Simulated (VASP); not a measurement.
# TiAl (P-6m2) in VASP: notebook

Aim: see how the results for TiAl move with the level of theory and the settings. Levels: BLYP, r2SCAN, LDA. Tasks: single point, relaxation of cell and atoms.

Program: VASP 6.6.1. These are calculated values, not measurements. Logs are shortened: lines on timing, memory, paths and dates and some standing lists are left out, and cuts for length are marked.

### Step 1. The cell of the first run

It takes space group P-6m2 (No. 187, hexagonal). Conventional cell: a = 2.914 Å, b = 2.914 Å, c = 4.681 Å, α = 90.00°, β = 90.00°, γ = 120.00°. Ti (site symmetry -6m2) has 6 Al at 2.88 Å and 6 Ti at 2.91 Å within 3.8 Å. Al (site symmetry -6m2) has 6 Ti at 2.88 Å and 6 Al at 2.91 Å within 3.8 Å.

### Step 2. Single point, BLYP

Input file INCAR:

```
PREC     = Accurate       # precision mode
ENCUT    = 520            # plane-wave cutoff, eV
EDIFF    = 1E-6           # SCF threshold, eV
ISMEAR   = -1             # smearing method
SIGMA    = 0.05           # smearing width, eV
LREAL    = F              # projectors in reciprocal space
LASPH    = T              # aspherical terms in the spheres
NELM     = 100            # most SCF steps
ALGO     = Normal         # electronic algorithm
ISIF     = 2              # what is computed and relaxed
LWAVE    = F              # write WAVECAR
LCHARG   = T              # write CHGCAR
GGA      = B5             # functional
ALDAX    = 1.0          
AGGAX    = 1.0          
AGGAC    = 1.0          
ALDAC    = 0.0          
LELF     = T              # ELF
LVHAR    = T            
NBANDS   = 14             # bands
```

Input file KPOINTS:

```
regular mesh
0
Gamma
  11 11 6
```

Input file POSCAR:

```
TiAl
1.0
    2.9139456145      0.0000000000      0.0000000000
   -1.4569728072      2.5235509274      0.0000000000
    0.0000000000      0.0000000000      4.6806181622
Ti Al
1 1
Direct
    0.0000000000      0.0000000000      0.0000000000
    0.3333333333      0.6666666667      0.5000000000
```

Potentials or basis: VASP PAW PBE potentials, release 64 (Ti_sv, Al).

Started as:

```bash
> cat potpaw_PBE.64/Ti_sv/POTCAR potpaw_PBE.64/Al/POTCAR > POTCAR
> mpirun -np 1 vasp_std > vasp.out
```

OUTCAR:

```text
PREC = Accurate
   ENCUT = 520
   EDIFF = 1E-6
   ISMEAR = -1
   LREAL = F
   LASPH = T
   NELM = 100
   ISIF = 2
   GGA = B5

 ion  position               nearest neighbor table
   1  0.000  0.000  0.000-   2 2.88   2 2.88   2 2.88   2 2.88   2 2.88   2 2.88
   2  0.333  0.667  0.500-   1 2.88   1 2.88   1 2.88   1 2.88   1 2.88   1 2.88

  LATTYP: Found a hexagonal cell.
 ALAT       =     2.9139456145
 C/A-ratio  =     1.6062819220

  Lattice vectors:

 A1 = (   2.9139456145,   0.0000000000,   0.0000000000)
 A2 = (  -1.4569728072,   2.5235509274,   0.0000000000)
 A3 = (   0.0000000000,   0.0000000000,   4.6806181622)

Analysis of symmetry for initial positions (statically):
=====================================================================
 Subroutine PRICEL returns:
 Original cell was already a primitive cell.

 Routine SETGRP: Setting up the symmetry group for a
 hexagonal supercell.

 Subroutine GETGRP returns: Found 12 space group operations
 (whereof 12 operations were pure point group operations)
 out of a pool of 24 trial point group operations.

The static configuration has the point symmetry D_3h.

Analysis of symmetry for dynamics (positions and initial velocities):
=====================================================================
 Subroutine PRICEL returns:
 Original cell was already a primitive cell.

 Routine SETGRP: Setting up the symmetry group for a
 hexagonal supercell.

 Subroutine GETGRP returns: Found 12 space group operations
 (whereof 12 operations were pure point group operations)
 out of a pool of 24 trial point group operations.

The dynamic configuration has the point symmetry D_3h.

 Subroutine INISYM returns: Found 12 space group operations
 (whereof 12 operations are pure point group operations),
 and found     1 'primitive' translations

----------------------------------------------------------------------------------------

                                     Primitive cell

  volume of cell :      34.4189

  direct lattice vectors                    reciprocal lattice vectors
     2.913945614  0.000000000  0.000000000     0.343177304  0.198133509  0.000000000
    -1.456972807  2.523550927  0.000000000     0.000000000  0.396267018  0.000000000
     0.000000000  0.000000000  4.680618162     0.000000000  0.000000000  0.213646994

  length of vectors
     2.913945614  2.913945614  4.680618162     0.396267018  0.396267018  0.213646994

  position of ions in fractional coordinates (direct lattice)
     0.000000000  0.000000000  0.000000000
     0.333333333  0.666666667  0.500000000

  ion indices of the primitive-cell ions
   primitive index   ion index
                 1           1
                 2           2

----------------------------------------------------------------------------------------

 KPOINTS: regular mesh

Automatic generation of k-mesh.
 Grid dimensions read from file:
 generate k-points for:   11   11    6

 Generating k-lattice:

  Cartesian coordinates                     Fractional coordinates (reciprocal lattice)
     0.031197937  0.018012137  0.000000000     0.090909091  0.000000000  0.000000000
     0.000000000  0.036024274  0.000000000     0.000000000  0.090909091  0.000000000
     0.000000000  0.000000000  0.035607832     0.000000000  0.000000000  0.166666667

  Length of vectors
     0.036024274  0.036024274  0.035607832

  Shift w.r.t. Gamma in fractional coordinates (k-lattice)
     0.000000000  0.000000000  0.000000000

 Subroutine IBZKPT returns following result:
 ===========================================

 Found     64 irreducible k-points:

 Following reciprocal coordinates:
            Coordinates               Weight
  0.000000  0.000000  0.000000      1.000000
  0.090909  0.000000  0.000000      6.000000
  0.181818  0.000000  0.000000      6.000000
  0.272727  0.000000  0.000000      6.000000
  0.363636 -0.000000  0.000000      6.000000
  0.454545  0.000000  0.000000      6.000000
[... 16 lines left out ...]
  0.090909  0.090909  0.166667     12.000000
  0.181818  0.090909  0.166667     24.000000
 [... further k-points ...]
   k-points           NKPTS =     64   k-points in BZ     NKDIM =     64   number of bands    NBANDS=     14
   number of dos      NEDOS =    301   number of ions     NIONS =      2
   total plane-waves  NPLWV =  20736
   dimension x,y,z NGX =    24 NGY =   24 NGZ =   36
   dimension x,y,z NGXF=    48 NGYF=   48 NGZF=   72
   ions per type =               1   1
   NGX,Y,Z   is equivalent  to a cutoff of  13.69, 13.69, 12.79 a.u.
   NGXF,Y,Z  is equivalent  to a cutoff of  27.38, 27.38, 25.57 a.u.
 SYSTEM =  unknown system
   PREC   = accura    normal or accurate (medium, high low for compatibility)
   ISTART =      0    job   : 0-new  1-cont  2-samecut
   ICHARG =      2    charge: 1-file 2-atom 10-const
   ISPIN  =      1    spin polarized calculation?
   LNONCOLLINEAR =      F non collinear calculations
   LSORBIT =      F    spin-orbit coupling
   LASPH  =      T    aspherical Exc in radial PAW
   ENCUT  =  520.0 eV  38.22 Ry    6.18 a.u.   5.42  5.42  8.70*2*pi/ulx,y,z
   NELM   =    100;   NELMIN=  2; NELMDL= -5     # of ELM steps
   EDIFF  = 0.1E-05   stopping-criterion for ELM
   LREAL  =      F    real-space projection
   EDIFFG = 0.1E-04   stopping-criterion for IOM
   NSW    =      0    number of steps for IOM
   IBRION =     -1    ionic relax: 0-MD 1-quasi-New 2-CG
   NFREE  =      0    steps in history (QN), initial steepest desc. (CG)
   ISIF   =      2    stress and relaxation
   ISYM   =      2    0-nonsym 1-usesym 2-fastsym
   POTIM  = 0.5000    time-step for ionic-motion
   TEBEG  =    0.0;   TEEND  =   0.0 temperature during run
   PSTRESS=    0.0 pullay stress
   NELECT =      15.0000    total number of electrons
   NUPDOWN=      -1.0000    fix difference up-down
   EMIN   =  10.00;   EMAX   =-10.00  energy-range for DOS
   EFERMI =   0.00;   METHOD = LEGACY
   ISMEAR =    -1;   SIGMA  =   0.05  broadening in eV -4-tet -1-fermi 0-gaus
   EFERMI_NEDOS =   21; number of points for ismear=-14 and -15
   IALGO  =     38    algorithm
   IMIX   =      4    mixing-type and parameters
     AMIX     =   0.40;   BMIX     =  1.00
     AMIX_MAG =   1.60;   BMIX_MAG =  1.00
  volume/ion in A,a.u.               =      17.21       116.14
  Fermi-wavevector in a.u.,A,eV,Ry     =   1.241194  2.345517 20.960627  1.540563
  Thomas-Fermi vector in A             =   2.375602
   LORBIT       =      0    0 simple, 1 ext, 2 COOP (PROOUT), +10 PAW based schemes
   GGA     = B5    functional components
   LHFCALC =     F    Hartree Fock is set to
   AEXX    =    0.0000 exact exchange contribution
   IVDW    =     0    specifies the selected vdW correction
   LEPSILON=     F    determine dielectric tensor
   LRPA    =     F    only Hartree local field effects (RPA)
 non-spin polarized calculation
  energy-cutoff  :      520.00
  volume of cell :       34.42
 maximum number of plane-waves:       966
 NGX is ok and might be reduce to    24
   NGX = 11   NGY = 11   NGZ = 17

 number of electron      14.9999997 magnetization

 Free energy of the ion-electron system (eV)
  ---------------------------------------------------
  ext. energy  EPLUGINS =         0.00000000
  ---------------------------------------------------
  free energy    TOTEN  =        -9.98211482 eV

  energy without entropy =       -9.95744912  energy(sigma->0) =       -9.96978197

 E-fermi :   7.9795     XC(G=0): -10.2635

 val. band max:        7.9768421080   @ k =   0.3636   0.0909   0.5000
 cond. band min:       7.9921005274   @ k =   0.2727   0.0909   0.1667
 fundamental gap:      0.0152584194
 Fermi energy:         7.9795416712

 k-point     1 :       0.0000    0.0000    0.0000
  band No.  band energies     occupation
      1     -48.4053      2.00000
      2     -24.8727      2.00000
      3     -24.5210      2.00000
      4     -24.5210      2.00000
      5      -0.6976      2.00000
      6       5.8287      2.00000
      7       6.4026      2.00000
      8       9.1255      0.00000
      9       9.1255      0.00000
     10      10.5259      0.00000
     11      10.5259      0.00000
     12      11.8510      0.00000
     13      20.3425      0.00000
     14      20.3425      0.00000

 k-point     2 :       0.0909    0.0000    0.0000
  band No.  band energies     occupation
      1     -48.3990      2.00000
      2     -24.8665      2.00000
      3     -24.5614      2.00000
      4     -24.5302      2.00000
      5      -0.4998      2.00000
      6       6.0372      2.00000
      7       6.4172      2.00000
      8       8.9503      0.00000
      9       9.2804      0.00000
     10      10.4746      0.00000
     11      10.5924      0.00000
     12      11.8940      0.00000
     13      17.9816      0.00000
     14      19.0112      0.00000

 k-point     3 :       0.1818    0.0000    0.0000
  band No.  band energies     occupation
      1     -48.3820      2.00000
      2     -24.8497      2.00000
      3     -24.6686      2.00000
      4     -24.5548      2.00000
      5       0.0860      2.00000
      6       6.4548      2.00000
      7       6.5785      2.00000
      8       8.5389      0.00003
      9       9.7194      0.00000
     10      10.3398      0.00000
     11      10.8042      0.00000
     12      11.9996      0.00000
     13      15.1519      0.00000
     14      17.6863      0.00000

 k-point     4 :       0.2727    0.0000    0.0000
  band No.  band energies     occupation
      1     -48.3598      2.00000
      2     -24.8277      2.00000
      3     -24.8071      2.00000
      4     -24.5869      2.00000
      5       1.0376      2.00000
      6       6.5005      2.00000
      7       7.0568      2.00000
      8       8.1721      0.04161
      9      10.1688      0.00000
     10      10.3602      0.00000
     11      11.1789      0.00000
     12      11.9826      0.00000
     13      13.0201      0.00000
     14      16.6437      0.00000

 k-point     5 :       0.3636   -0.0000    0.0000
  band No.  band energies     occupation
      1     -48.3392      2.00000
      2     -24.9325      2.00000
      3     -24.8074      2.00000
      4     -24.6162      2.00000
      5       2.3184      2.00000
      6       6.5395      2.00000
      7       6.8716      2.00000
      8       7.6534      1.99707
      9      10.0168      0.00000
     10      11.0461      0.00000
     11      11.5287      0.00000
[... 276 lines left out ...]
 k-point    22 :       0.4545    0.0000    0.1667
  band No.  band energies     occupation
      1     -48.3270      2.00000
      2     -25.0061      2.00000
      3     -24.7958      2.00000
      4     -24.6335      2.00000
      5       3.9220      2.00000
      6       5.5139      2.00000
      7       6.8573      2.00000
      8       7.2555      2.00000
      9       9.8742      0.00000
     10      10.5070      0.00000
     11      11.5259      0.00000
     12      12.2297      0.00000
     13      13.6795      0.00000
     14      15.7391      0.00000

 k-point    23 :       0.0909    0.0909    0.1667
  band No.  band energies     occupation
      1     -48.3873      2.00000
      2     -24.8559      2.00000
      3     -24.6326      2.00000
      4     -24.5496      2.00000
      5       0.0460      2.00000
      6       5.2703      2.00000
      7       7.2827      2.00000
      8       8.6526      0.00000
      9       9.5950      0.00000
     10      10.3199      0.00000
     11      10.3601      0.00000
     12      12.9056      0.00000
     13      16.6376      0.00000
     14      16.8340      0.00000

 k-point    24 :       0.1818    0.0909    0.1667
  band No.  band energies     occupation
      1     -48.3677      2.00000
      2     -24.8364      2.00000
      3     -24.7493      2.00000
      4     -24.5841      2.00000
      5       0.7993      2.00000
      6       5.7784      2.00000
      7       7.4846      1.99990
      8       8.2290      0.01352
      9      10.0581      0.00000
     10      10.1526      0.00000
     11      10.3681      0.00000
     12      13.1256      0.00000
     13      14.3405      0.00000
     14      15.6977      0.00000

 [... further k-points ...]

------------------------ aborting loop because EDIFF is reached ----------------------------------------

  FORCE on cell =-STRESS in cart. coord.  units (eV):
  Direction    XX          YY          ZZ          XY          YZ          ZX
  --------------------------------------------------------------------------------------
  -------------------------------------------------------------------------------------
  Total        0.0288054      0.0288054      0.0430006      0.0000000      0.0000000      0.0000000
  in kB        1.3408741      1.3408741      2.0016498      0.0000000      0.0000000      0.0000000
  external PRESSURE =       1.5611327 kB  Pullay stress =       0.0000000 kB

 VOLUME and BASIS-vectors are now :
 -----------------------------------------------------------------------------
  energy-cutoff  :      520.00
  volume of cell :       34.42
      direct lattice vectors                 reciprocal lattice vectors
     2.913945614  0.000000000  0.000000000     0.343177304  0.198133509  0.000000000
    -1.456972807  2.523550927  0.000000000     0.000000000  0.396267018  0.000000000
     0.000000000  0.000000000  4.680618162     0.000000000  0.000000000  0.213646994

 POSITION                                       TOTAL-FORCE (eV/Angst)
 -----------------------------------------------------------------------------------
      0.00000      0.00000      0.00000         0.000000     -0.000000      0.000000
     -0.00000      1.68237      2.34031        -0.000000      0.000000      0.000000
 -----------------------------------------------------------------------------------
    total drift:                                0.000000     -0.000000      0.000000

  FREE ENERGIE OF THE ION-ELECTRON SYSTEM (eV)
  ---------------------------------------------------
  free  energy   TOTEN  =        -9.9821148238 eV

  energy  without entropy=       -9.9574491208  energy(sigma->0) =       -9.96978197
```

Wall time 49 s (1 thread of Intel Xeon 8259CL, shared host); peak memory 0.17 GiB.

What came out:

```
Free energy            : -9.9821 eV
Pressure               : 0.2 GPa
Band gap on the k mesh : zero (an odd number of electrons rules out a gap without spin polarisation)
```

Levels at points of the mesh, in eV from the Fermi level:
```
           k point  band 3  band 4  band 5  band 6  band 7  band 8  band 9  band 10  band 11  band 12
(0.00, 0.00, 0.00)  -32.50  -32.50   -8.68   -2.15   -1.58    1.15    1.15     2.55     2.55     3.87
(0.00, 0.00, 0.50)  -32.50  -32.50   -7.81   -5.01   -0.37    1.16    1.16     2.47     2.47     7.01
```

Caveat: the PAW data sets were made with another functional, which shifts forces and pressure a little.

### Step 3. Single point, r2SCAN

This run uses another cell than the first one, of 16.53 Å³/atom.

Input file POSCAR:

```
TiAl
1.0
    2.8744082631      0.0000000000      0.0000000000
   -1.4372041315      2.4893105767      0.0000000000
    0.0000000000      0.0000000000      4.6196159197
Ti Al
1 1
Direct
    0.0000000000      0.0000000000      0.0000000000
    0.3333333333      0.6666666667      0.5000000000
```

Input file INCAR.step1:

```
  PREC = Accurate
  ENCUT = 520
  ISMEAR = -1
  SIGMA = 0.05
  LREAL = F
  LASPH = T
  NELM = 80
  NBANDS = 14
  GGA = PE
  ALGO = Normal
  EDIFF = 1E-4
  LWAVE = T
  LCHARG = F
```

Input file INCAR.step2:

```
  PREC = Accurate
  ENCUT = 520
  EDIFF = 1E-6
  ISMEAR = -1
  SIGMA = 0.05
  LREAL = F
  LASPH = T
  NELM = 80
  ALGO = Normal
  ISIF = 2
  LWAVE = F
  LCHARG = F
  METAGGA = R2SCAN
  LMIXTAU = T
  NBANDS = 14
  ISTART = 1
```

KPOINTS is that of step 2.

Potentials or basis: VASP PAW PBE potentials, release 64 (Ti_sv, Al).

Started as:

```bash
> cat potpaw_PBE.64/Ti_sv/POTCAR potpaw_PBE.64/Al/POTCAR > POTCAR
> cp INCAR.step1 INCAR
> mpirun -np 1 vasp_std > vasp.out
> cp INCAR.step2 INCAR
> mpirun -np 1 vasp_std > vasp.out
```

It took 2.5 min on 1 thread of Intel Xeon 8259CL, shared host; peak memory 0.18 GiB.

The run converged. Its results:

```
Free energy            : -20.2422 eV
Pressure               : 0.1 GPa
Band gap on the k mesh : zero (an odd number of electrons rules out a gap without spin polarisation)
```

Levels at points of the mesh, in eV from the Fermi level:
```tsv
k point	band 5	band 6	band 7	band 8	band 9	band 10
(0.00, 0.00, 0.00)	-9.42	-2.35	-1.93	1.45	1.45	3.06
(0.00, 0.00, 0.50)	-8.43	-5.59	-0.32	1.47	1.47	2.97
```

Caveat: the PAW data sets were made with another functional, which shifts forces and pressure a little.

### Step 4. Relaxation of cell and atoms, LDA

This run uses another cell than the first one, of 16.65 Å³/atom.

Input file INCAR:

```
PREC = Accurate
ENCUT = 600
EDIFF = 1E-7
ISMEAR = -1
SIGMA = 0.05
LREAL = F
LASPH = T
NELM = 100
ALGO = Normal
ISIF = 3
LWAVE = F
LCHARG = F
GGA = CA
IBRION = 2
NSW = 60
EDIFFG = -0.01
```

KPOINTS is that of step 3.

Input file POSCAR:

```
TiAl
1.0
    2.8672622327      0.0000000000      0.0000000000
   -1.4336311163      2.4831219328      0.0000000000
    0.0000000000      0.0000000000      4.6780830000
Ti Al
1 1
Direct
    0.0000000000      0.0000000000      0.0000000000
    0.3333333333      0.6666666667      0.5000000000
```

Potentials or basis: VASP PAW LDA potentials, release 64 (Ti_sv, Al).

Started as:

```bash
> cat potpaw_LDA.64/Ti_sv/POTCAR potpaw_LDA.64/Al/POTCAR > POTCAR
> mpirun -np 1 vasp_std > vasp.out
```

Wall time 2.1 min (1 thread of Intel Xeon 8259CL, shared host); peak memory 0.18 GiB.

The run converged. Its results:

| Quantity | Value |
| --- | --- |
| Free energy | -13.2568 eV |
| Relaxed volume | 15.73 Å³/atom |
| Relaxed cell | a = 2.814 Å, b = 2.814 Å, c = 4.589 Å, α = 90.00°, β = 90.00°, γ = 120.00° |
| Space group after relaxing (to 0.1 Å) | P-6m2 (No. 187) |
| Energy gained by relaxing | 18.4 meV/atom |
| Ionic steps | 7 |
| Pressure after relaxing | -0.1 GPa |
| Band gap on the k mesh | zero (an odd number of electrons rules out a gap without spin polarisation) |

Step by step:
| step | energy change (eV) | largest force (eV/Å) | pressure (GPa) | volume (Å³) |
| --- | --- | --- | --- | --- |
| 1 | 0.0000 | 0.0000 | -6.04 | 33.31 |
| 2 | -0.0215 | 0.0000 | 4.44 | 30.37 |
| 3 | -0.0366 | 0.0000 | -0.03 | 31.47 |
| 4 | -0.0366 | 0.0000 | 0.09 | 31.44 |
| 5 | -0.0367 | 0.0000 | 0.10 | 31.42 |
| 6 | -0.0367 | 0.0000 | 0.12 | 31.41 |
| 7 | -0.0367 | 0.0000 | -0.07 | 31.47 |

Final structure:
```cif
data_structure
_symmetry_space_group_name_H-M 'P 1'
_symmetry_Int_Tables_number 1
_cell_length_a 2.8137
_cell_length_b 2.8137
_cell_length_c 4.5894
_cell_angle_alpha 90.000
_cell_angle_beta 90.000
_cell_angle_gamma 120.000
_cell_volume 31.47
loop_
_atom_site_label
_atom_site_type_symbol
_atom_site_fract_x
_atom_site_fract_y
_atom_site_fract_z
_atom_site_occupancy
Ti1 Ti 0.00000 0.00000 0.00000 1
Al1 Al 0.33333 0.66667 0.50000 1
```

Levels at points of the mesh, in eV from the Fermi level:
| k point | band 5 | band 6 | band 7 | band 8 | band 9 | band 10 |
| --- | --- | --- | --- | --- | --- | --- |
| (0.00, 0.00, 0.00) | -9.15 | -2.34 | -1.78 | 1.32 | 1.32 | 2.91 |
| (0.00, 0.00, 0.50) | -8.20 | -5.33 | -0.48 | 1.33 | 1.33 | 2.83 |

(Part 1 of 2 ends here.)
